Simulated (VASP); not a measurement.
# Mo (Im-3m) in VASP: a series of runs

The runs below take Mo through single point, relaxation of cell and atoms, with LDA.

All numbers are computed with VASP 6.6.1; they aren't measurements. Logs are shortened: lines on timing, memory, paths and dates and some standing lists are left out, and cuts for length are marked.

## (1) The cell of the first run

It takes space group Im-3m (No. 229, cubic). The conventional cell has a = 3.112 Å, b = 3.112 Å, c = 3.112 Å, α = 90.00°, β = 90.00°, γ = 90.00°. Mo (site symmetry m-3m) has 14 Mo at 2.69 to 3.11 Å within 3.6 Å.

## (2) Single point, LDA

The input, INCAR:

```
SYSTEM = Mo
ALGO = Normal
EDIFF = 1E-6
ENCUT = 520
GGA = CA
ISIF = 2
ISMEAR = -1
LASPH = .TRUE.
LCHARG = .FALSE.
LREAL = .FALSE.
LWAVE = .FALSE.
NBANDS = 13
NELM = 100
PREC = Accurate
SIGMA = 0.05
```

The input, KPOINTS:

```
k-points
0
G
  23 23 23
  0 0 0
```

The input, POSCAR:

```
Mo
1.0
   -1.5558264169      1.5558264169      1.5558264169
    1.5558264169     -1.5558264169      1.5558264169
    1.5558264169      1.5558264169     -1.5558264169
Mo
1
Direct
    0.0000000000      0.0000000000      0.0000000000
```

Potentials or basis: VASP PAW LDA potentials, release 64 (Mo_sv).

The run is started by

```bash
> cat potpaw_LDA.64/Mo_sv/POTCAR > POTCAR
> mpirun -np 1 vasp_std > vasp.out
```

OUTCAR:

```text
SYSTEM = Mo
   EDIFF = 1E-6
   ENCUT = 520
   GGA = CA
   ISIF = 2
   ISMEAR = -1
   LASPH = .TRUE.
   LREAL = .FALSE.
   NELM = 100
   PREC = Accurate

 ion  position               nearest neighbor table
   1  0.000  0.000  0.000-

  LATTYP: Found a body centered cubic cell.
 ALAT       =     3.1116528338

  Lattice vectors:

 A1 = (  -1.5558264169,   1.5558264169,   1.5558264169)
 A2 = (   1.5558264169,  -1.5558264169,   1.5558264169)
 A3 = (   1.5558264169,   1.5558264169,  -1.5558264169)

Analysis of symmetry for initial positions (statically):
=====================================================================
 Subroutine PRICEL returns:
 Original cell was already a primitive cell.

 Routine SETGRP: Setting up the symmetry group for a
 body centered cubic supercell.

 Subroutine GETGRP returns: Found 48 space group operations
 (whereof 48 operations were pure point group operations)
 out of a pool of 48 trial point group operations.

The static configuration has the point symmetry O_h .

Analysis of symmetry for dynamics (positions and initial velocities):
=====================================================================
 Subroutine PRICEL returns:
 Original cell was already a primitive cell.

 Routine SETGRP: Setting up the symmetry group for a
 body centered cubic supercell.

 Subroutine GETGRP returns: Found 48 space group operations
 (whereof 48 operations were pure point group operations)
 out of a pool of 48 trial point group operations.

The dynamic configuration has the point symmetry O_h .

 Subroutine INISYM returns: Found 48 space group operations
 (whereof 48 operations are pure point group operations),
 and found     1 'primitive' translations

----------------------------------------------------------------------------------------

                                     Primitive cell

  volume of cell :      15.0641

  direct lattice vectors                    reciprocal lattice vectors
    -1.555826417  1.555826417  1.555826417     0.000000000  0.321372612  0.321372612
     1.555826417 -1.555826417  1.555826417     0.321372612  0.000000000  0.321372612
     1.555826417  1.555826417 -1.555826417     0.321372612  0.321372612  0.000000000

  length of vectors
     2.694770402  2.694770402  2.694770402     0.454489507  0.454489507  0.454489507

  position of ions in fractional coordinates (direct lattice)
     0.000000000  0.000000000  0.000000000

  ion indices of the primitive-cell ions
   primitive index   ion index
                 1           1

----------------------------------------------------------------------------------------

 KPOINTS: k-points

Automatic generation of k-mesh.
 Grid dimensions read from file:
 generate k-points for:   23   23   23

 Generating k-lattice:

  Cartesian coordinates                     Fractional coordinates (reciprocal lattice)
     0.000000000  0.013972722  0.013972722     0.043478261  0.000000000  0.000000000
     0.013972722  0.000000000  0.013972722     0.000000000  0.043478261  0.000000000
     0.013972722  0.013972722  0.000000000     0.000000000  0.000000000  0.043478261

  Length of vectors
     0.019760413  0.019760413  0.019760413

  Shift w.r.t. Gamma in fractional coordinates (k-lattice)
     0.000000000  0.000000000  0.000000000

 Subroutine IBZKPT returns following result:
 ===========================================

 Found    364 irreducible k-points:

 Following reciprocal coordinates:
            Coordinates               Weight
  0.000000  0.000000  0.000000      1.000000
  0.043478  0.000000  0.000000     12.000000
  0.086957  0.000000  0.000000     12.000000
  0.130435  0.000000  0.000000     12.000000
  0.173913  0.000000  0.000000     12.000000
  0.217391  0.000000  0.000000     12.000000
[... 16 lines left out ...]
  0.478261  0.043478  0.000000     24.000000
  0.086957  0.086957  0.000000     24.000000
 [... further k-points ...]
   k-points           NKPTS =    364   k-points in BZ     NKDIM =    364   number of bands    NBANDS=     13
   number of dos      NEDOS =    301   number of ions     NIONS =      1
   total plane-waves  NPLWV =   8000
   dimension x,y,z NGX =    20 NGY =   20 NGZ =   20
   dimension x,y,z NGXF=    40 NGYF=   40 NGZF=   40
   ions per type =               1
   NGX,Y,Z   is equivalent  to a cutoff of  12.34, 12.34, 12.34 a.u.
   NGXF,Y,Z  is equivalent  to a cutoff of  24.68, 24.68, 24.68 a.u.
 SYSTEM =  Mo
   PREC   = accura    normal or accurate (medium, high low for compatibility)
   ISTART =      0    job   : 0-new  1-cont  2-samecut
   ICHARG =      2    charge: 1-file 2-atom 10-const
   ISPIN  =      1    spin polarized calculation?
   LNONCOLLINEAR =      F non collinear calculations
   LSORBIT =      F    spin-orbit coupling
   LASPH  =      T    aspherical Exc in radial PAW
   ENCUT  =  520.0 eV  38.22 Ry    6.18 a.u.   5.01  5.01  5.01*2*pi/ulx,y,z
   NELM   =    100;   NELMIN=  2; NELMDL= -5     # of ELM steps
   EDIFF  = 0.1E-05   stopping-criterion for ELM
   LREAL  =      F    real-space projection
   EDIFFG = 0.1E-04   stopping-criterion for IOM
   NSW    =      0    number of steps for IOM
   IBRION =     -1    ionic relax: 0-MD 1-quasi-New 2-CG
   NFREE  =      0    steps in history (QN), initial steepest desc. (CG)
   ISIF   =      2    stress and relaxation
   ISYM   =      2    0-nonsym 1-usesym 2-fastsym
   POTIM  = 0.5000    time-step for ionic-motion
   TEBEG  =    0.0;   TEEND  =   0.0 temperature during run
   PSTRESS=    0.0 pullay stress
   NELECT =      14.0000    total number of electrons
   NUPDOWN=      -1.0000    fix difference up-down
   EMIN   =  10.00;   EMAX   =-10.00  energy-range for DOS
   EFERMI =   0.00;   METHOD = LEGACY
   ISMEAR =    -1;   SIGMA  =   0.05  broadening in eV -4-tet -1-fermi 0-gaus
   EFERMI_NEDOS =   21; number of points for ismear=-14 and -15
   IALGO  =     38    algorithm
   IMIX   =      4    mixing-type and parameters
     AMIX     =   0.40;   BMIX     =  1.00
     AMIX_MAG =   1.60;   BMIX_MAG =  1.00
  volume/ion in A,a.u.               =      15.06       101.66
  Fermi-wavevector in a.u.,A,eV,Ry     =   1.597606  3.019038 34.726764  2.552345
  Thomas-Fermi vector in A             =   2.695186
   LORBIT       =      0    0 simple, 1 ext, 2 COOP (PROOUT), +10 PAW based schemes
   GGA     = CA    functional components
   LHFCALC =     F    Hartree Fock is set to
   AEXX    =    0.0000 exact exchange contribution
   IVDW    =     0    specifies the selected vdW correction
   LEPSILON=     F    determine dielectric tensor
   LRPA    =     F    only Hartree local field effects (RPA)
 non-spin polarized calculation
  energy-cutoff  :      520.00
  volume of cell :       15.06
 maximum number of plane-waves:       420
   NGX =  9   NGY =  9   NGZ =  9

 number of electron      13.9999996 magnetization

 Free energy of the ion-electron system (eV)
  ---------------------------------------------------
  ext. energy  EPLUGINS =         0.00000000
  ---------------------------------------------------
  free energy    TOTEN  =       -12.13472229 eV

  energy without entropy =      -12.13062238  energy(sigma->0) =      -12.13267234

 E-fermi :  13.0813     XC(G=0): -13.8118

 val. band max:       13.0764405849   @ k =  -0.3913   0.3913   0.0435
 cond. band min:      13.0980866140   @ k =   0.3913   0.1304   0.0435
 fundamental gap:      0.0216460292
 Fermi energy:        13.0812824012

 k-point     1 :       0.0000    0.0000    0.0000
  band No.  band energies     occupation
      1     -47.8757      2.00000
      2     -21.2240      2.00000
      3     -21.2240      2.00000
      4     -21.2240      2.00000
      5       5.7305      2.00000
      6      11.6229      2.00000
      7      11.6229      2.00000
      8      11.6229      2.00000
      9      14.7652      0.00000
     10      14.7652      0.00000
     11      27.9513      0.00000
     12      27.9513      0.00000
     13      27.9513      0.00000

 k-point     2 :       0.0435    0.0000    0.0000
  band No.  band energies     occupation
      1     -47.8701      2.00000
      2     -21.2560      2.00000
      3     -21.2338      2.00000
      4     -21.2243      2.00000
      5       5.8189      2.00000
      6      11.5720      2.00000
      7      11.6154      2.00000
      8      11.7060      2.00000
      9      14.6865      0.00000
     10      14.7661      0.00000
     11      28.0210      0.00000
     12      28.1000      0.00000
     13      28.1387      0.00000

 k-point     3 :       0.0870    0.0000    0.0000
  band No.  band energies     occupation
      1     -47.8534      2.00000
      2     -21.3489      2.00000
      3     -21.2622      2.00000
      4     -21.2251      2.00000
      5       6.0758      2.00000
      6      11.4267      2.00000
      7      11.5854      2.00000
      8      11.9532      2.00000
      9      14.4912      0.00000
     10      14.7709      0.00000
     11      28.2074      0.00000
     12      28.5378      0.00000
     13      28.6456      0.00000
[... 305 lines left out ...]
 k-point    23 :       0.4783    0.0435    0.0000
  band No.  band energies     occupation
      1     -47.5593      2.00000
      2     -22.8109      2.00000
      3     -21.7380      2.00000
      4     -21.2520      2.00000
      5       7.5705      2.00000
      6       9.4986      2.00000
      7      14.4711      0.00000
      8      14.7959      0.00000
      9      15.7655      0.00000
     10      18.2812      0.00000
     11      25.1546      0.00000
     12      25.2993      0.00000
     13      30.6857      0.00000

 k-point    24 :       0.0870    0.0870    0.0000
  band No.  band energies     occupation
      1     -47.8117      2.00000
      2     -21.5759      2.00000
      3     -21.3050      2.00000
      4     -21.2553      2.00000
      5       6.7050      2.00000
      6      11.1854      2.00000
      7      11.3101      2.00000
      8      12.6691      1.99947
      9      14.1086      0.00000
     10      14.8742      0.00000
     11      28.6900      0.00000
     12      29.4269      0.00000
     13      29.6381      0.00000

 [... further k-points ...]

------------------------ aborting loop because EDIFF is reached ----------------------------------------

  FORCE on cell =-STRESS in cart. coord.  units (eV):
  Direction    XX          YY          ZZ          XY          YZ          ZX
  --------------------------------------------------------------------------------------
  -------------------------------------------------------------------------------------
  Total        0.1113175      0.1113175      0.1113175      0.0000000      0.0000000     -0.0000000
  in kB       11.8394295     11.8394295     11.8394295      0.0000000      0.0000000     -0.0000000
  external PRESSURE =      11.8394295 kB  Pullay stress =       0.0000000 kB

 VOLUME and BASIS-vectors are now :
 -----------------------------------------------------------------------------
  energy-cutoff  :      520.00
  volume of cell :       15.06
      direct lattice vectors                 reciprocal lattice vectors
    -1.555826417  1.555826417  1.555826417     0.000000000  0.321372612  0.321372612
     1.555826417 -1.555826417  1.555826417     0.321372612  0.000000000  0.321372612
     1.555826417  1.555826417 -1.555826417     0.321372612  0.321372612  0.000000000

 POSITION                                       TOTAL-FORCE (eV/Angst)
 -----------------------------------------------------------------------------------
      0.00000      0.00000      0.00000        -0.000000      0.000000     -0.000000
 -----------------------------------------------------------------------------------
    total drift:                                0.000000     -0.000000     -0.000000

  FREE ENERGIE OF THE ION-ELECTRON SYSTEM (eV)
  ---------------------------------------------------
  free  energy   TOTEN  =       -12.1347222940 eV

  energy  without entropy=      -12.1306223776  energy(sigma->0) =      -12.13267234
```

Run time: 36 s. Hardware: 1 thread of AMD EPYC 7R43 (Zen 3), shared host; peak memory 0.13 GiB.

Results:

| Quantity | Value |
| --- | --- |
| Free energy | -12.1347 eV |
| Pressure | 1.2 GPa |
| Band gap on the k mesh | zero (band 7 reaches 17.16 eV, above the bottom of band 8 at 11.62 eV) |

## (3) Relaxation of cell and atoms, LDA

This run uses another cell than the first one, of 15.59 Å³/atom, 1.035 times its volume.

The input, INCAR:

```
SYSTEM = Mo
  PREC = Accurate
  ENCUT = 600
  EDIFF = 1E-6
  ISMEAR = -1
  SIGMA = 0.05
  LREAL = .FALSE.
  LASPH = .TRUE.
  NELM = 80
  ALGO = Normal
  ISIF = 3
  LWAVE = .FALSE.
  LCHARG = .FALSE.
  IBRION = 2
  NSW = 100
  EDIFFG = -0.003
```

The input, KPOINTS:

```
Automatic mesh
0
G
  23 23 23
  0 0 0
```

The input, POSCAR:

```
Mo
1.0
   -1.5736500000      1.5736500000      1.5736500000
    1.5736500000     -1.5736500000      1.5736500000
    1.5736500000      1.5736500000     -1.5736500000
Mo
1
Direct
    0.0000000000      0.0000000000      0.0000000000
```

Potentials or basis: VASP PAW LDA potentials, release 64 (Mo_sv).

The run is started by

```bash
> cat potpaw_LDA.64/Mo_sv/POTCAR > POTCAR
> mpirun -np 1 vasp_std > vasp.out
```

Run time: 3.6 min. Hardware: 1 thread of AMD EPYC 7R43 (Zen 3), shared host; peak memory 0.17 GiB.

It converged, with:

* Free energy: -12.1353 eV
* Relaxed volume: 15.12 Å³/atom
* Relaxed cell: a = 2.698 Å, b = 2.698 Å, c = 2.698 Å, α = 109.47°, β = 109.47°, γ = 109.47°
* Space group after relaxing (to 0.05 Å): Im-3m (No. 229)
* Energy gained by relaxing: 12.3 meV/atom
* Ionic steps: 7
* Pressure after relaxing: 0.0 GPa
* Band gap on the k mesh: zero (band 7 reaches 17.07 eV, above the bottom of band 8 at 11.57 eV)

The path:
```tsv
step	energy change (eV)	largest force (eV/Å)	pressure (GPa)	volume (Å³)
1	0.0000	0.0000	-8.26	15.59
2	0.1021	0.0000	30.88	13.84
3	-0.0122	0.0000	-0.31	15.14
4	-0.0123	0.0000	-0.04	15.13
5	-0.0123	0.0000	0.11	15.12
6	-0.0123	0.0000	-0.23	15.14
7	-0.0123	0.0000	0.02	15.12
```

Final structure:
```
Mo
1.0
    -1.55786    1.55786    1.55786
     1.55786   -1.55786    1.55786
     1.55786    1.55786   -1.55786
Mo
1
Direct
  0.00000 0.00000 0.00000
```

Levels at points of the mesh, in eV from the Fermi level:
| k point | band 5 | band 6 | band 7 | band 8 | band 9 | band 10 |
| --- | --- | --- | --- | --- | --- | --- |
| (0.00, 0.00, 0.00) | -7.34 | -1.45 | -1.45 | -1.45 | 1.68 | 1.68 |
